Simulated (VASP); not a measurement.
# Si3N4 (P6_3/m) in VASP: settings compared

Si3N4 is run at these levels: PBE, PBEsol; tasks: relaxation of cell and atoms.

Program: VASP 6.6.1. These are calculated values, not measurements. Logs are shortened: lines on timing, memory, paths and dates and some standing lists are left out, and cuts for length are marked.

## 1. The cell of the first run

The structure is hexagonal, space group P6_3/m (No. 176). The conventional cell has a = 7.605 Å, b = 7.605 Å, c = 2.905 Å, α = 90.00°, β = 90.00°, γ = 120.00°. Within 2.3 Å of Si (site symmetry m) lie 4 N at 1.73 to 1.74 Å. N (site symmetry -6) has 3 Si at 1.73 Å within 2.3 Å. Within 2.3 Å of N (site symmetry m) lie 3 Si at 1.73 to 1.74 Å.

## 2. Relaxation of cell and atoms, PBE

File INCAR:

```
SYSTEM = Si3N4
PREC = Accurate ; ENCUT = 600
EDIFF = 1E-7 ; ISMEAR = -1
SIGMA = 0.02 ; LREAL = .False.
LASPH = .True. ; NELM = 120
ALGO = Normal ; ISIF = 3
LWAVE = .False. ; LCHARG = .False.
GGA = PE ; IBRION = 2
NSW = 80 ; EDIFFG = -0.005
GGA_COMPAT = .False. ; NELMIN = 4
```

File KPOINTS:

```
Automatic mesh
0
Gamma
  6 6 8
  0 0 0
```

File POSCAR:

```
Si3N4
1.0
    7.6045444400      0.0000000000      0.0000000000
   -3.8022722200      6.5857286700      0.0000000000
    0.0000000000      0.0000000000      2.9051990800
Si N
6 8
Direct
    0.2310824300      0.8249461500      0.7500000000
    0.4061362800      0.2310824300      0.2500000000
    0.8249461500      0.5938637200      0.2500000000
    0.1750538500      0.4061362800      0.7500000000
    0.5938637200      0.7689175700      0.7500000000
    0.7689175700      0.1750538500      0.2500000000
    0.3333333300      0.6666666700      0.7500000000
    0.6666666700      0.3333333300      0.2500000000
    0.9691944900      0.6698534000      0.7500000000
    0.2993410900      0.9691944900      0.2500000000
    0.6698534000      0.7006589100      0.2500000000
    0.3301466000      0.2993410900      0.7500000000
    0.0308055100      0.3301466000      0.2500000000
    0.7006589100      0.0308055100      0.7500000000
```

Potentials or basis: VASP PAW PBE potentials, release 64 (Si, N).

Run with:

```bash
$ cat potpaw_PBE.64/Si/POTCAR potpaw_PBE.64/N/POTCAR > POTCAR
$ mpirun -np 1 vasp_std > vasp.out
```

OUTCAR:

```text
SYSTEM = Si3N4
   PREC = Accurate
   ENCUT = 600
   EDIFF = 1E-7
   ISMEAR = -1
   LREAL = .False.
   LASPH = .True.
   NELM = 120
   ISIF = 3
   GGA = PE
   IBRION = 2
   NSW = 80
   EDIFFG = -0.005
   NELMIN = 4

 ion  position               nearest neighbor table
   1  0.231  0.825  0.750-   7 1.73   9 1.73  10 1.74  10 1.74   5 2.99   4 2.99   3 3.05   3 3.05
                             2 3.05   2 3.05
   2  0.406  0.231  0.250-   8 1.73  10 1.73  12 1.74  12 1.74   6 2.99   3 2.99   4 3.05   4 3.05
                             1 3.05   1 3.05
   3  0.825  0.594  0.250-   8 1.73  11 1.73   9 1.74   9 1.74   2 2.99   6 2.99   5 3.05   5 3.05
                             1 3.05   1 3.05
   4  0.175  0.406  0.750-   7 1.73  12 1.73  13 1.74  13 1.74   5 2.99   1 2.99   2 3.05   2 3.05
                             6 3.05   6 3.05
   5  0.594  0.769  0.750-   7 1.73  14 1.73  11 1.74  11 1.74   1 2.99   4 2.99   3 3.05   3 3.05
                             6 3.05   6 3.05
   6  0.769  0.175  0.250-   8 1.73  13 1.73  14 1.74  14 1.74   2 2.99   3 2.99   4 3.05   4 3.05
                             5 3.05   5 3.05
   7  0.333  0.667  0.750-   1 1.73   4 1.73   5 1.73
   8  0.667  0.333  0.250-   6 1.73   3 1.73   2 1.73
   9  0.969  0.670  0.750-   1 1.73   3 1.74   3 1.74
  10  0.299  0.969  0.250-   2 1.73   1 1.74   1 1.74
  11  0.670  0.701  0.250-   3 1.73   5 1.74   5 1.74
  12  0.330  0.299  0.750-   4 1.73   2 1.74   2 1.74
  13  0.031  0.330  0.250-   6 1.73   4 1.74   4 1.74
  14  0.701  0.031  0.750-   5 1.73   6 1.74   6 1.74

  LATTYP: Found a hexagonal cell.
 ALAT       =     7.6045444400
 C/A-ratio  =     0.3820345982

  Lattice vectors:

 A1 = (   7.6045444400,   0.0000000000,   0.0000000000)
 A2 = (  -3.8022722200,   6.5857286700,   0.0000000000)
 A3 = (   0.0000000000,   0.0000000000,   2.9051990800)

Analysis of symmetry for initial positions (statically):
=====================================================================
 Subroutine PRICEL returns:
 Original cell was already a primitive cell.

 Routine SETGRP: Setting up the symmetry group for a
 hexagonal supercell.

 Subroutine GETGRP returns: Found 12 space group operations
 (whereof  6 operations were pure point group operations)
 out of a pool of 24 trial point group operations.

The static configuration has the point symmetry S_6 .
 The point group associated with its full space group is C_6h.

Analysis of symmetry for dynamics (positions and initial velocities):
=====================================================================
 Subroutine PRICEL returns:
 Original cell was already a primitive cell.

 Routine SETGRP: Setting up the symmetry group for a
 hexagonal supercell.

 Subroutine GETGRP returns: Found 12 space group operations
[... 142 lines left out ...]
   EFERMI =   0.00;   METHOD = LEGACY
   ISMEAR =    -1;   SIGMA  =   0.02  broadening in eV -4-tet -1-fermi 0-gaus
   EFERMI_NEDOS =   21; number of points for ismear=-14 and -15
   IALGO  =     38    algorithm
   IMIX   =      4    mixing-type and parameters
     AMIX     =   0.40;   BMIX     =  1.00
     AMIX_MAG =   1.60;   BMIX_MAG =  1.00
  volume/ion in A,a.u.               =      10.39        70.13
  Fermi-wavevector in a.u.,A,eV,Ry     =   1.245042  2.352787 21.090778  1.550128
  Thomas-Fermi vector in A             =   2.379281
   LORBIT       =      0    0 simple, 1 ext, 2 COOP (PROOUT), +10 PAW based schemes
   GGA     = PE    functional components
   LHFCALC =     F    Hartree Fock is set to
   AEXX    =    0.0000 exact exchange contribution
   IVDW    =     0    specifies the selected vdW correction
   LEPSILON=     F    determine dielectric tensor
   LRPA    =     F    only Hartree local field effects (RPA)
 conjugate gradient relaxation of ions
 non-spin polarized calculation
  energy-cutoff  :      600.00
  volume of cell :      145.50
 maximum number of plane-waves:      4896
 NGX is ok and might be reduce to    64
   NGX = 31   NGY = 31   NGZ = 11

--------------------------------------- Ionic step        1  -------------------------------------------

 number of electron      63.9999994 magnetization

 Free energy of the ion-electron system (eV)
  ---------------------------------------------------
  ext. energy  EPLUGINS =         0.00000000
  ---------------------------------------------------
  free energy    TOTEN  =      -114.50002104 eV

  energy without entropy =     -114.50002104  energy(sigma->0) =     -114.50002104

------------------------ aborting loop because EDIFF is reached ----------------------------------------

  FORCE on cell =-STRESS in cart. coord.  units (eV):
  Direction    XX          YY          ZZ          XY          YZ          ZX
  --------------------------------------------------------------------------------------
  -------------------------------------------------------------------------------------
  Total        4.8297688      4.8297688      4.8874818     -0.0000000     -0.0000000      0.0000000
  in kB       53.1843669     53.1843669     53.8198889     -0.0000005     -0.0000000      0.0000000
  external PRESSURE =      53.3962076 kB  Pullay stress =       0.0000000 kB
[... 323 lines left out ...]
--------------------------------------- Ionic step        8  -------------------------------------------

 number of electron      63.9999994 magnetization

 Free energy of the ion-electron system (eV)
  ---------------------------------------------------
  ext. energy  EPLUGINS =         0.00000000
  ---------------------------------------------------
  free energy    TOTEN  =      -114.55108320 eV

  energy without entropy =     -114.55108320  energy(sigma->0) =     -114.55108320

 E-fermi :   6.9301     XC(G=0): -10.7152

 val. band max:        6.5394993496   @ k =   0.0000   0.0000   0.1250
 cond. band min:      10.8099990537   @ k =   0.0000   0.0000   0.0000
 fundamental gap:      4.2704997042
 Fermi energy:         6.9301021167

 k-point     1 :       0.0000    0.0000    0.0000
  band No.  band energies     occupation
      1     -11.5230      2.00000
      2     -10.1013      2.00000
      3     -10.1013      2.00000
      4      -9.4716      2.00000
      5      -9.3328      2.00000
      6      -9.3328      2.00000
[... 1021 lines left out ...]
     39      13.9727      0.00000
     40      14.2354      0.00000

 [... further k-points ...]

------------------------ aborting loop because EDIFF is reached ----------------------------------------

  FORCE on cell =-STRESS in cart. coord.  units (eV):
  Direction    XX          YY          ZZ          XY          YZ          ZX
  --------------------------------------------------------------------------------------
  -------------------------------------------------------------------------------------
  Total       -0.0031082     -0.0031082     -0.0052103     -0.0000001      0.0000000      0.0000000
  in kB       -0.0335085     -0.0335085     -0.0561700     -0.0000006      0.0000000      0.0000000
  external PRESSURE =      -0.0410624 kB  Pullay stress =       0.0000000 kB
[... 29 lines left out ...]
  FREE ENERGIE OF THE ION-ELECTRON SYSTEM (eV)
  ---------------------------------------------------
  free  energy   TOTEN  =      -114.5510831977 eV

  energy  without entropy=     -114.5510831977  energy(sigma->0) =     -114.55108320

 reached required accuracy - stopping structural energy minimisation
```

It took 11 min on 1 thread of AMD EPYC 9R45 (Zen 5), shared host; peak memory 0.41 GiB.

Results:

```
Free energy                           : -114.5511 eV
Relaxed volume                        : 10.62 Å³/atom
Relaxed cell                          : a = 7.660 Å, b = 7.660 Å, c = 2.925 Å, α = 90.00°, β = 90.00°, γ = 120.00°
Space group after relaxing (to 0.1 Å) : P6_3/m (No. 176)
Energy gained by relaxing             : 3.6 meV/atom
Ionic steps                           : 8
Pressure after relaxing               : 0.0 GPa
Largest force after relaxing          : 0.004 eV/Å
Band gap on the k mesh                : 4.27 eV (least direct gap 4.45 eV)
```

Forces on the atoms (eV/Å):
```
Si  -0.004  0.002  0.000
Si  -0.004 -0.002  0.000
Si   0.000  0.004  0.000
Si   0.000 -0.004  0.000
Si   0.004  0.002  0.000
Si   0.004 -0.002  0.000
N    0.000  0.000  0.000
N    0.000  0.000  0.000
N   -0.002  0.002  0.000
N   -0.003 -0.001  0.000
N    0.001  0.003  0.000
N   -0.001 -0.003  0.000
N    0.002 -0.002  0.000
N    0.003  0.001  0.000
```

Step by step:
```tsv
step	energy change (eV)	largest force (eV/Å)	pressure (GPa)	volume (Å³)
1	0.0000	0.0437	5.34	145.50
2	0.0391	0.0601	-6.51	152.91
3	-0.0510	0.0153	-0.03	148.62
4	-0.0510	0.0150	0.08	148.56
5	-0.0510	0.0115	0.07	148.57
6	-0.0510	0.0105	0.07	148.57
7	-0.0510	0.0096	-0.08	148.66
8	-0.0511	0.0041	0.00	148.62
```

Final structure:
```
Si N
1.0
     7.65999    0.00000    0.00000
    -3.82999    6.63375    0.00000
     0.00000    0.00000    2.92470
Si N
6 8
Direct
  0.23118 0.82505 0.75000
  0.40613 0.23118 0.25000
  0.82505 0.59387 0.25000
  0.17495 0.40613 0.75000
  0.59387 0.76882 0.75000
  0.76882 0.17495 0.25000
  0.33333 0.66667 0.75000
  0.66667 0.33333 0.25000
  0.96927 0.66999 0.75000
  0.29928 0.96927 0.25000
  0.66999 0.70072 0.25000
  0.33001 0.29928 0.75000
  0.03073 0.33001 0.25000
  0.70072 0.03073 0.75000
```

Levels at points of the mesh, in eV from the valence-band top:
```csv
k point,band 29,band 30,band 31,band 32,band 33,band 34,band 35,band 36
"(0.00, 0.00, 0.00)",-1.25,-0.44,-0.38,-0.18,4.27,4.62,4.80,4.80
"(0.50, 0.00, 0.00)",-1.32,-0.76,-0.31,-0.23,4.53,4.64,4.80,5.18
"(0.00, 0.00, 0.50)",-1.57,-1.57,-1.29,-1.29,4.66,4.66,4.66,4.66
"(0.50, 0.00, 0.50)",-1.45,-1.45,-1.01,-1.01,4.71,4.71,5.78,5.78
```

## 3. Relaxation of cell and atoms, PBEsol

This run uses another cell than the first one, of 10.63 Å³/atom.

File INCAR:

```
SYSTEM = Si3N4
ALGO = Normal
EDIFF = 1E-7
EDIFFG = -0.005
ENCUT = 600
GGA = PS
GGA_COMPAT = .FALSE.
IBRION = 2
ISIF = 3
ISMEAR = -1
LASPH = .TRUE.
LCHARG = .FALSE.
LREAL = .FALSE.
LWAVE = .FALSE.
NELM = 120
NELMIN = 4
NSW = 80
PREC = Accurate
SIGMA = 0.02
```

File KPOINTS:

```
k-points
0
G
  6 6 8
  0 0 0
```

File POSCAR:

```
Si3N4
1.0
    7.6638651611      0.0000000000      0.0000000000
   -3.8319325806      6.6371019207      0.0000000000
    0.0000000000      0.0000000000      2.9263012369
Si N
6 8
Direct
    0.2310840955      0.8249752458      0.7500000000
    0.4061088496      0.2310840955      0.2500000000
    0.8249752458      0.5938911504      0.2500000000
    0.1750247542      0.4061088496      0.7500000000
    0.5938911504      0.7689159045      0.7500000000
    0.7689159045      0.1750247542      0.2500000000
    0.3333333333      0.6666666667      0.7500000000
    0.6666666667      0.3333333333      0.2500000000
    0.9691646192      0.6699931104      0.7500000000
    0.2991715089      0.9691646192      0.2500000000
    0.6699931104      0.7008284911      0.2500000000
    0.3300068896      0.2991715089      0.7500000000
    0.0308353808      0.3300068896      0.2500000000
    0.7008284911      0.0308353808      0.7500000000
```

Potentials or basis: VASP PAW PBE potentials, release 64 (Si, N).

Run with:

```bash
$ cat potpaw_PBE.64/Si/POTCAR potpaw_PBE.64/N/POTCAR > POTCAR
$ mpirun -np 1 vasp_std > vasp.out
```

Wall time 34 min (1 thread of Oxide Virtual Turin-like, shared host); peak memory 0.41 GiB.

Results (log left out):

```yaml
Free_energy: -120.4019 eV
Relaxed_volume: 10.47 Å³/atom
Relaxed_cell: a = 7.627 Å, b = 7.627 Å, c = 2.910 Å, α = 90.00°, β = 90.00°, γ = 120.00°
Space_group_after_relaxing_to_0.1_Å: P6_3/m (No. 176)
Energy_gained_by_relaxing: 1.9 meV/atom
Ionic_steps: 15
Pressure_after_relaxing: 0.0 GPa
Largest_force_after_relaxing: 0.004 eV/Å
Band_gap_on_the_k_mesh: 4.20 eV (least direct gap 4.38 eV)
```

Forces in eV/Å, atoms in the order of the input:
```
Si   0.003  0.003  0.000
Si  -0.001  0.003  0.000
Si   0.004 -0.001  0.000
Si  -0.004  0.001  0.000
Si   0.001 -0.003  0.000
Si  -0.003 -0.003  0.000
N    0.000  0.000  0.000
N    0.000  0.000  0.000
N   -0.003  0.003  0.000
N   -0.004 -0.001  0.000
N    0.001  0.004  0.000
N   -0.001 -0.004  0.000
N    0.003 -0.003  0.000
N    0.004  0.001  0.000
```

Stress tensor (GPa, compression positive):
```
-0.03  0.00  0.00
 0.00 -0.03  0.00
 0.00  0.00  0.05
```

Step by step:
```tsv
step	energy change (eV)	largest force (eV/Å)	pressure (GPa)	volume (Å³)
1	0.0000	0.0287	-3.57	148.85
2	0.0211	0.0757	5.18	143.80
3	-0.0247	0.0403	0.00	146.68
4	-0.0247	0.0408	0.07	146.64
5	-0.0251	0.0363	0.07	146.62
6	-0.0254	0.0591	0.08	146.59
7	-0.0256	0.0491	0.06	146.60
8	-0.0260	0.0246	0.00	146.62
9	-0.0257	0.0758	-0.12	146.66
10	-0.0260	0.0341	-0.03	146.63
11	-0.0261	0.0294	-0.03	146.63
12	-0.0263	0.0246	-0.01	146.61
13	-0.0263	0.0154	0.00	146.59
14	-0.0264	0.0078	0.02	146.58
15	-0.0264	0.0040	0.00	146.59
```

Final structure:
```
CELL_PARAMETERS angstrom
7.62651 0.00000 0.00000
-3.81326 6.60475 0.00000
0.00000 0.00000 2.91013
ATOMIC_POSITIONS crystal
Si 0.23245 0.82606 0.75000
Si 0.40639 0.23245 0.25000
Si 0.82606 0.59361 0.25000
Si 0.17394 0.40639 0.75000
Si 0.59361 0.76755 0.75000
Si 0.76755 0.17394 0.25000
N 0.33333 0.66667 0.75000
N 0.66667 0.33333 0.25000
N 0.97044 0.66998 0.75000
N 0.30047 0.97044 0.25000
N 0.66998 0.69953 0.25000
N 0.33002 0.30047 0.75000
N 0.02956 0.33002 0.25000
N 0.69953 0.02956 0.75000
```

Levels at points of the mesh, in eV from the valence-band top:
```csv
k point,band 28,band 29,band 30,band 31,band 32,band 33,band 34,band 35,band 36,band 37
"(0.00, 0.00, 0.00)",-1.29,-1.29,-0.46,-0.38,-0.19,4.20,4.61,4.79,4.79,5.09
"(0.50, 0.00, 0.00)",-1.68,-1.36,-0.77,-0.32,-0.24,4.50,4.61,4.75,5.16,5.68
"(0.00, 0.00, 0.50)",-1.62,-1.62,-1.62,-1.36,-1.36,4.55,4.55,4.55,4.55,7.18
"(0.50, 0.00, 0.50)",-1.89,-1.49,-1.49,-1.05,-1.05,4.63,4.63,5.71,5.71,6.05
```

Caveat: the PAW data sets were made with another functional, which shifts forces and pressure a little.
